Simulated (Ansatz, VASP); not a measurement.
# GaN: VASP beside Ansatz

File INCAR:

```
SYSTEM = GaN
PREC = Accurate ; ENCUT = 520
EDIFF = 1E-6 ; ISMEAR = 0
SIGMA = 0.05 ; LREAL = .FALSE.
LASPH = .TRUE. ; NELM = 100
ALGO = Normal ; ISIF = 2
LWAVE = .FALSE. ; LCHARG = .TRUE.
GGA = PE ; LELF = .TRUE.
LVHAR = .TRUE. ; NBANDS = 26
```

The input KPOINTS:

```
Automatic mesh
0
G
  12 12 6
  0 0 0
```

Contents of POSCAR:

```
GaN
1.0
    3.4669474525      0.0000000000      0.0000000000
   -1.7334737262      3.0024645674      0.0000000000
    0.0000000000      0.0000000000      4.5183066904
Ga N
2 2
Direct
    0.3333333333      0.6666666667      0.9991316875
    0.6666666667      0.3333333333      0.4991316875
    0.3333333333      0.6666666667      0.3758683125
    0.6666666667      0.3333333333      0.8758683125
```

Input for Ansatz:

```yaml
crystal:
  lattice:
    - [3.4669474525, 0.0, 0.0]
    - [-1.7334737262, 3.0024645674, 0.0]
    - [0.0, 0.0, 4.5183066904]
  atoms:
    - { symbol: Ga, position: [0.3333333333, 0.6666666667, 0.9991316875] }
    - { symbol: Ga, position: [0.6666666667, 0.3333333333, 0.4991316875] }
    - { symbol: "N", position: [0.3333333333, 0.6666666667, 0.3758683125] }
    - { symbol: "N", position: [0.6666666667, 0.3333333333, 0.8758683125] }
basis:
  ecutwfc: 420
kpoints:
  mp_grid: { grid: [12, 12, 6] }
hamiltonian:
  xc: pbe
scf:
  occupations: { method: gaussian, width: 0.05 }
output:
  forces: true
  stress: true
  eigenvalues: true
```

Alike in both runs: task single point; functional PBE; k mesh 12 × 12 × 6; occupations gaussian, width 0.05 eV; no spin polarisation.

```csv
,VASP,Ansatz
version,VASP 6.6.1,Ansatz 0.2.0
potentials or method,"VASP PAW PBE potentials, release 64 (Ga_d, N), cutoff 520 eV","scalar-relativistic, plane waves, PAW"
valence electrons in the cell,36,36
```

```tsv
	VASP	Ansatz	Ansatz less VASP
gap on the k mesh at the Fermi level (eV)	1.68	1.68	-0.001
least direct gap on the mesh (eV)	1.68	1.68	-0.001
pressure (GPa)	14.5	14.7	+0.18
traceless stress, the component that is largest in VASP (GPa)	62.10	63.06	+0.959
rms of the force components (eV/Å)	2.813	2.891	+0.0780
```

Atom by atom the forces differ by 0.078 eV/Å (rms over components). With one functional, cell and mesh, what is left measures potentials, basis and numerics.
